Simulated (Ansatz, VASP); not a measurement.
## Mo: VASP beside Ansatz

```xyz
4
Lattice="4.4701 0.0000 0.0000 -2.2351 3.8712 0.0000 0.0000 0.0000 18.7374" Properties=species:S:1:pos:R:3 pbc="T T T"
Mo    0.0000    0.0000    8.2155
Mo    0.0000    2.5808    9.0111
Mo    2.2351    1.2904    9.7263
Mo    0.0000    0.0000   10.5219
```

Alike in both runs: functional PBE; k mesh 10 × 10 × 1; occupations fermi-dirac, width 0.1 eV; no spin polarisation.

Ansatz relaxed the structure, and its values are those at the end. VASP's run is a single point on that final structure, the one shown.

|  | VASP | Ansatz |
| --- | --- | --- |
| version | VASP 6.6.1 | Ansatz 0.2.0 |
| potentials or method | VASP PAW PBE potentials, release 64 (Mo_sv) | PAW with Ansatz's default frozen-core files, scalar-relativistic |
| plane-wave cutoff (eV) | 520 | 420 |
| valence electrons in the cell | 56 | 56 |

Ansatz gave:

| Item | Value |
| --- | --- |
| rms of the force components (eV/Å) | 0.000 |

Question: Which values does VASP return?

Answer: rms of the force components (eV/Å): 0.049.

Ansatz's warnings: stress scf threshold loose.
